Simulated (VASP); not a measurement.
# Ta6S in VASP: notebook

The runs below take Ta6S through single point, with LDA.

Everything below comes from runs of VASP 6.6.1. Logs are shortened: lines on timing, memory, paths and dates and some standing lists are left out, and cuts for length are marked.

**1. The cell of the first run**

The cell holds a slab with vacuum, 7 atoms: a = 4.600 Å, b = 4.600 Å, c = 19.902 Å, α = 90.00°, β = 90.00°, γ = 120.00°.

**2. Single point, LDA**

INCAR

```
SYSTEM = Ta6S
ALGO     = Normal         ! electronic algorithm
DIPOL    = 0.5 0.5 0.340
EDIFF    = 1E-6           ! SCF threshold, eV
ENCUT    = 520            ! plane-wave cutoff, eV
IDIPOL   = 3            
ISIF     = 2              ! what is computed and relaxed
ISMEAR   = 0              ! smearing method
LASPH    = .True.         ! aspherical terms in the spheres
LCHARG   = .False.        ! write CHGCAR
LDIPOL   = .True.       
LREAL    = .False.        ! projectors in reciprocal space
LWAVE    = .False.        ! write WAVECAR
NBANDS   = 45             ! bands
NELM     = 100            ! most SCF steps
PREC     = Accurate       ! precision mode
SIGMA    = 0.1            ! smearing width, eV
```

KPOINTS

```
k-points
0
Gamma
  6 6 1
  0 0 0
```

POSCAR

```
Ta6S
1.0
    4.6002247492      0.0000000000      0.0000000000
   -2.3001123746      3.9839114959      0.0000000000
    0.0000000000      0.0000000000     19.9017722044
Ta S
6 1
Direct
    0.6666666666      0.3333333333      0.2009871261
    0.3333333334      0.6666666667      0.2481697054
    0.0000000000      0.0000000000      0.2953522847
    0.6666666666      0.3333333333      0.3395777425
    0.3333333334      0.6666666667      0.3810648003
    0.0000000000      0.0000000000      0.4221620124
    0.2222222222      0.4444444444      0.4955825508
```

Potentials or basis: VASP PAW LDA potentials, release 64 (Ta_pv, S).

The run is started by

```
cat potpaw_LDA.64/Ta_pv/POTCAR potpaw_LDA.64/S/POTCAR > POTCAR
mpirun -np 1 vasp_std > vasp.out
```

OUTCAR:

```text
SYSTEM = Ta6S
   EDIFF = 1E-6
   ENCUT = 520
   ISIF = 2
   ISMEAR = 0
   LASPH = .True.
   LREAL = .False.
   NELM = 100
   PREC = Accurate

 ion  position               nearest neighbor table
   1  0.667  0.333  0.201-   4 2.76   2 2.82   2 2.82   2 2.82   3 3.25   3 3.25   3 3.25
   2  0.333  0.667  0.248-   5 2.64   1 2.82   3 2.82   1 2.82   3 2.82   3 2.82   1 2.82   4 3.22
                             4 3.22   4 3.22
   3  0.000  0.000  0.295-   6 2.52   4 2.80   4 2.80   4 2.80   2 2.82   2 2.82   2 2.82   5 3.16
                             5 3.16   5 3.16   1 3.25   1 3.25   1 3.25
   4  0.667  0.333  0.340-   1 2.76   5 2.78   5 2.78   5 2.78   3 2.80   3 2.80   3 2.80   6 3.12
                             6 3.12   6 3.12   2 3.22   2 3.22   2 3.22
   5  0.333  0.667  0.381-   7 2.45   2 2.64   6 2.78   6 2.78   6 2.78   4 2.78   4 2.78   4 2.78
                             3 3.16   3 3.16   3 3.16
   6  0.000  0.000  0.422-   7 2.30   3 2.52   5 2.78   5 2.78   5 2.78   4 3.12   4 3.12   4 3.12

   7  0.222  0.444  0.496-   6 2.30   5 2.45

  LATTYP: Found a hexagonal cell.
 ALAT       =     4.6002247492
 C/A-ratio  =     4.3262608436

  Lattice vectors:

 A1 = (   4.6002247492,   0.0000000000,   0.0000000000)
 A2 = (  -2.3001123746,   3.9839114959,   0.0000000000)
 A3 = (   0.0000000000,   0.0000000000,  19.9017722044)

Analysis of symmetry for initial positions (statically):
=====================================================================
 Subroutine PRICEL returns:
 Original cell was already a primitive cell.

 Routine SETGRP: Setting up the symmetry group for a
 hexagonal supercell.

 Subroutine GETGRP returns: Found  2 space group operations
 (whereof  2 operations were pure point group operations)
 out of a pool of 24 trial point group operations.

The static configuration has the point symmetry C_1h.

Analysis of symmetry for dynamics (positions and initial velocities):
=====================================================================
 Subroutine PRICEL returns:
 Original cell was already a primitive cell.

 Routine SETGRP: Setting up the symmetry group for a
 hexagonal supercell.

 Subroutine GETGRP returns: Found  2 space group operations
 (whereof  2 operations were pure point group operations)
 out of a pool of 24 trial point group operations.

The dynamic configuration has the point symmetry C_1h.

 Subroutine INISYM returns: Found  2 space group operations
 (whereof  2 operations are pure point group operations),
 and found     1 'primitive' translations

----------------------------------------------------------------------------------------

                                     Primitive cell

  volume of cell :     364.7376

  direct lattice vectors                    reciprocal lattice vectors
     4.600224749  0.000000000  0.000000000     0.217380683  0.125504796  0.000000000
    -2.300112375  3.983911496  0.000000000     0.000000000  0.251009592  0.000000000
     0.000000000  0.000000000 19.901772204     0.000000000  0.000000000  0.050246782

  length of vectors
     4.600224749  4.600224749 19.901772204     0.251009592  0.251009592  0.050246782

  position of ions in fractional coordinates (direct lattice)
     0.666666667  0.333333333  0.200987126
     0.333333333  0.666666667  0.248169705
     0.000000000  0.000000000  0.295352285
     0.666666667  0.333333333  0.339577742
     0.333333333  0.666666667  0.381064800
     0.000000000  0.000000000  0.422162012
     0.222222222  0.444444444  0.495582551

  ion indices of the primitive-cell ions
   primitive index   ion index
                 1           1
                 2           2
                 3           3
                 4           4
                 5           5
                 6           6
                 7           7

----------------------------------------------------------------------------------------

 KPOINTS: k-points

Automatic generation of k-mesh.
 Grid dimensions read from file:
 generate k-points for:    6    6    1

 Generating k-lattice:

  Cartesian coordinates                     Fractional coordinates (reciprocal lattice)
     0.036230114  0.020917466  0.000000000     0.166666667  0.000000000  0.000000000
     0.000000000  0.041834932  0.000000000     0.000000000  0.166666667  0.000000000
     0.000000000  0.000000000  0.050246782     0.000000000  0.000000000  1.000000000

  Length of vectors
     0.041834932  0.041834932  0.050246782

  Shift w.r.t. Gamma in fractional coordinates (k-lattice)
     0.000000000  0.000000000  0.000000000

 Subroutine IBZKPT returns following result:
 ===========================================

 Found     13 irreducible k-points:

 Following reciprocal coordinates:
            Coordinates               Weight
  0.000000  0.000000  0.000000      1.000000
  0.166667  0.000000  0.000000      4.000000
  0.000000  0.166667  0.000000      2.000000
  0.333333  0.000000  0.000000      4.000000
  0.000000  0.333333  0.000000      2.000000
  0.500000 -0.000000  0.000000      2.000000
  0.000000  0.500000  0.000000      1.000000
  0.166667  0.166667  0.000000      4.000000
 -0.333333  0.166667  0.000000      2.000000
  0.333333  0.166667  0.000000      4.000000
 -0.166667  0.500000  0.000000      4.000000
  0.500000  0.333333  0.000000      4.000000
  0.333333  0.333333  0.000000      2.000000
   k-points           NKPTS =     13   k-points in BZ     NKDIM =     13   number of bands    NBANDS=     45
   number of dos      NEDOS =    301   number of ions     NIONS =      7
   total plane-waves  NPLWV = 194400
   dimension x,y,z NGX =    36 NGY =   36 NGZ =  150
   dimension x,y,z NGXF=    72 NGYF=   72 NGZF=  300
   ions per type =               6   1
   NGX,Y,Z   is equivalent  to a cutoff of  13.01, 13.01, 12.53 a.u.
   NGXF,Y,Z  is equivalent  to a cutoff of  26.02, 26.02, 25.06 a.u.
 SYSTEM =  Ta6S
   PREC   = accura    normal or accurate (medium, high low for compatibility)
   ISTART =      0    job   : 0-new  1-cont  2-samecut
   ICHARG =      2    charge: 1-file 2-atom 10-const
   ISPIN  =      1    spin polarized calculation?
   LNONCOLLINEAR =      F non collinear calculations
   LSORBIT =      F    spin-orbit coupling
   LASPH  =      T    aspherical Exc in radial PAW
   ENCUT  =  520.0 eV  38.22 Ry    6.18 a.u.   8.55  8.55 37.00*2*pi/ulx,y,z
   NELM   =    100;   NELMIN=  2; NELMDL= -5     # of ELM steps
   EDIFF  = 0.1E-05   stopping-criterion for ELM
   LREAL  =      F    real-space projection
   EDIFFG = 0.1E-04   stopping-criterion for IOM
   NSW    =      0    number of steps for IOM
   IBRION =     -1    ionic relax: 0-MD 1-quasi-New 2-CG
   NFREE  =      0    steps in history (QN), initial steepest desc. (CG)
   ISIF   =      2    stress and relaxation
   ISYM   =      2    0-nonsym 1-usesym 2-fastsym
   POTIM  = 0.5000    time-step for ionic-motion
   TEBEG  =    0.0;   TEEND  =   0.0 temperature during run
   PSTRESS=    0.0 pullay stress
   NELECT =      72.0000    total number of electrons
   NUPDOWN=      -1.0000    fix difference up-down
   EMIN   =  10.00;   EMAX   =-10.00  energy-range for DOS
   EFERMI =   0.00;   METHOD = LEGACY
   ISMEAR =     0;   SIGMA  =   0.10  broadening in eV -4-tet -1-fermi 0-gaus
   EFERMI_NEDOS =   21; number of points for ismear=-14 and -15
   IALGO  =     38    algorithm
   IMIX   =      4    mixing-type and parameters
     AMIX     =   0.40;   BMIX     =  1.00
     AMIX_MAG =   1.60;   BMIX_MAG =  1.00
  volume/ion in A,a.u.               =      52.11       351.62
  Fermi-wavevector in a.u.,A,eV,Ry     =   0.953218  1.801321 12.362584  0.908624
  Thomas-Fermi vector in A             =   2.081853
   LORBIT       =      0    0 simple, 1 ext, 2 COOP (PROOUT), +10 PAW based schemes
   GGA     = CA    functional components
   LHFCALC =     F    Hartree Fock is set to
   AEXX    =    0.0000 exact exchange contribution
   IVDW    =     0    specifies the selected vdW correction
   LEPSILON=     F    determine dielectric tensor
   LRPA    =     F    only Hartree local field effects (RPA)
 non-spin polarized calculation
 Gauss-broadening in eV      SIGMA  =   0.10
  energy-cutoff  :      520.00
  volume of cell :      364.74
 maximum number of plane-waves:      9885
 NGX is ok and might be reduce to    36
   NGX = 17   NGY = 17   NGZ = 75

 dipolmoment           0.000000      0.000000     -0.035207 electrons x Angstroem

 number of electron      72.0000017 magnetization

 dipolmoment           0.000000      0.000000      0.159361 electrons x Angstroem

 Free energy of the ion-electron system (eV)
  ---------------------------------------------------
  ext. energy  EPLUGINS =         0.00000000
  ---------------------------------------------------
  free energy    TOTEN  =       -76.52511654 eV

  energy without entropy =      -76.48635765  energy(sigma->0) =      -76.50573710

 E-fermi :  -0.9636     XC(G=0):  -5.3008

 val. band max:       -0.9859102710   @ k =   0.3333   0.3333   0.0000
 cond. band min:      -0.9613237175   @ k =  -0.1667   0.5000   0.0000
 fundamental gap:      0.0245865535
 Fermi energy:        -0.9636068268

 k-point     1 :       0.0000    0.0000    0.0000
  band No.  band energies     occupation
      1     -35.4963      2.00000
      2     -35.3803      2.00000
      3     -35.1979      2.00000
      4     -35.1839      2.00000
      5     -35.1751      2.00000
      6     -35.1228      2.00000
[... 37 lines left out ...]
     44       1.4790      0.00000
     45       1.8849      0.00000

 k-point     2 :       0.1667    0.0000    0.0000
  band No.  band energies     occupation
      1     -35.5125      2.00000
      2     -35.3931      2.00000
      3     -35.2764      2.00000
      4     -35.2137      2.00000
      5     -35.1770      2.00000
      6     -35.1355      2.00000
[... 37 lines left out ...]
     44       1.4500      0.00000
     45       1.9919      0.00000

 k-point     3 :       0.0000    0.1667    0.0000
  band No.  band energies     occupation
      1     -35.5125      2.00000
      2     -35.3936      2.00000
      3     -35.2542      2.00000
      4     -35.2380      2.00000
      5     -35.1646      2.00000
      6     -35.1567      2.00000
[... 37 lines left out ...]
     44       1.8120      0.00000
     45       1.8387      0.00000

 k-point     4 :       0.3333    0.0000    0.0000
  band No.  band energies     occupation
      1     -35.5497      2.00000
      2     -35.4204      2.00000
      3     -35.3772      2.00000
      4     -35.2035      2.00000
      5     -35.1843      2.00000
      6     -35.1292      2.00000
[... 373 lines left out ...]
     44       1.5203      0.00000
     45       1.7629      0.00000

 k-point    12 :       0.5000    0.3333    0.0000
  band No.  band energies     occupation
      1     -35.5686      2.00000
      2     -35.4432      2.00000
      3     -35.3498      2.00000
      4     -35.2311      2.00000
      5     -35.1597      2.00000
      6     -35.1016      2.00000
[... 37 lines left out ...]
     44       1.1545      0.00000
     45       1.8327      0.00000

 k-point    13 :       0.3333    0.3333    0.0000
  band No.  band energies     occupation
      1     -35.5760      2.00000
      2     -35.4608      2.00000
      3     -35.2623      2.00000
      4     -35.2390      2.00000
      5     -35.1685      2.00000
      6     -35.1531      2.00000
[... 37 lines left out ...]
     44       1.3506      0.00000
     45       1.4230      0.00000

------------------------ aborting loop because EDIFF is reached ----------------------------------------

 vacuum level on the upper side and lower side of the slab       (xc-potential included)         0.759        -0.772

  FORCE on cell =-STRESS in cart. coord.  units (eV):
  Direction    XX          YY          ZZ          XY          YZ          ZX
  --------------------------------------------------------------------------------------
  -------------------------------------------------------------------------------------
  Total       -4.9158858     -1.2647726      0.9723726      0.0000000      2.2058525      0.0000000
  in kB      -21.5939398     -5.5557480      4.2713269      0.0000000      9.6896161      0.0000000
  external PRESSURE =      -7.6261203 kB  Pullay stress =       0.0000000 kB

 VOLUME and BASIS-vectors are now :
 -----------------------------------------------------------------------------
  energy-cutoff  :      520.00
  volume of cell :      364.74
      direct lattice vectors                 reciprocal lattice vectors
     4.600224749  0.000000000  0.000000000     0.217380683  0.125504796  0.000000000
    -2.300112375  3.983911496  0.000000000     0.000000000  0.251009592  0.000000000
     0.000000000  0.000000000 19.901772204     0.000000000  0.000000000  0.050246782

 POSITION                                       TOTAL-FORCE (eV/Angst)
 -----------------------------------------------------------------------------------
      2.30011      1.32797      4.00000         0.000000     -0.036443      2.188146
      0.00000      2.65594      4.93902        -0.000000     -0.118288     -0.823610
      0.00000      0.00000      5.87803         0.000000      0.201300     -2.825175
      2.30011      1.32797      6.75820         0.000000     -0.047217     -1.044664
      0.00000      2.65594      7.58386         0.000000     -0.349101      1.408331
      0.00000      0.00000      8.40177         0.000000     -0.869078      1.033618
      0.00000      1.77063      9.86297         0.000000      1.218827      0.063354
 -----------------------------------------------------------------------------------
    total drift:                                0.000000     -0.000014      0.000357

  FREE ENERGIE OF THE ION-ELECTRON SYSTEM (eV)
  ---------------------------------------------------
  free  energy   TOTEN  =       -76.5251165403 eV

  energy  without entropy=      -76.4863576510  energy(sigma->0) =      -76.50573710

 vacuum level on the upper side and lower side of the slab         4.397         2.782
```

It took 15 min on 1 thread of Intel Xeon 8259CL, shared host; peak memory 0.45 GiB.

What came out:

```
Free energy            : -76.5251 eV
Largest force          : 2.832 eV/Å
Band gap on the k mesh : zero (bands 36 and 37 overlap by 0.20 eV)
```

Forces on the atoms (eV/Å):
```
Ta   0.000 -0.036  2.188
Ta   0.000 -0.118 -0.824
Ta   0.000  0.201 -2.825
Ta   0.000 -0.047 -1.045
Ta   0.000 -0.349  1.408
Ta   0.000 -0.869  1.034
S    0.000  1.219  0.063
```

Caveat: spin-orbit coupling is left out, which moves the levels of the heavy elements.

**3. Single point, LDA**

INCAR

```
SYSTEM = Ta6S
PREC = Accurate
ENCUT = 520
EDIFF = 1E-7
ISMEAR = 0
SIGMA = 0.1
LREAL = .FALSE.
LASPH = .TRUE.
NELM = 100
ALGO = Normal
ISIF = 2
LWAVE = .FALSE.
LCHARG = .FALSE.
LDIPOL = .TRUE.
IDIPOL = 3
DIPOL = 0.5 0.5 0.339
NBANDS = 45
```

KPOINTS

```
regular mesh
0
G
  6 6 1
  0 0 0
```

POSCAR

```
Ta6S
1.0
    4.6002247492      0.0000000000      0.0000000000
   -2.3001123746      3.9839114959      0.0000000000
    0.0000000000      0.0000000000     19.9017722044
Ta S
6 1
Direct
    0.6666666667      0.3333333333      0.2009871261
    0.3333333333      0.6666666667      0.2481697054
    0.0000000000      0.0000000000      0.2953522847
    0.6666666667      0.3333333333      0.3395777425
    0.3333333333      0.6666666667      0.3810648003
    0.0000000000      0.0000000000      0.4221620124
    0.4444444444      0.2222222222      0.4856406454
```

Potentials or basis: VASP PAW LDA potentials, release 64 (Ta_pv, S).

The run is started by

```
cat potpaw_LDA.64/Ta_pv/POTCAR potpaw_LDA.64/S/POTCAR > POTCAR
mpirun -np 1 vasp_std > vasp.out
```

Wall time 15 min (1 thread of Intel Xeon 8259CL, shared host); peak memory 0.45 GiB.

The run converged. Its results:

```yaml
Free_energy: -76.2267 eV
Largest_force: 2.996 eV/Å
Band_gap_on_the_k_mesh: zero (bands 36 and 37 overlap by 0.11 eV)
```

Forces on the atoms (eV/Å):
```
Ta  -0.074 -0.043  2.035
Ta  -0.146 -0.084 -0.428
Ta   0.436  0.252 -2.953
Ta   0.341  0.197 -0.181
Ta  -0.377 -0.218  1.548
Ta  -2.439 -1.408 -0.022
S    2.259  1.304  0.002
```

Levels at points of the mesh, in eV from the Fermi level:
| k point | band 34 | band 35 | band 36 | band 37 | band 38 | band 39 |
| --- | --- | --- | --- | --- | --- | --- |
| (0.00, 0.00, 0.00) | -0.60 | -0.43 | -0.04 | 0.10 | 0.20 | 0.70 |
| (0.50, 0.00, 0.00) | -1.07 | -0.83 | -0.29 | 0.01 | 0.58 | 0.97 |
| (0.00, 0.50, 0.00) | -0.85 | -0.38 | -0.07 | 0.16 | 0.51 | 0.85 |

Caveat: spin-orbit coupling is left out, which moves the levels of the heavy elements.

(Part 1 of 2 ends here.)
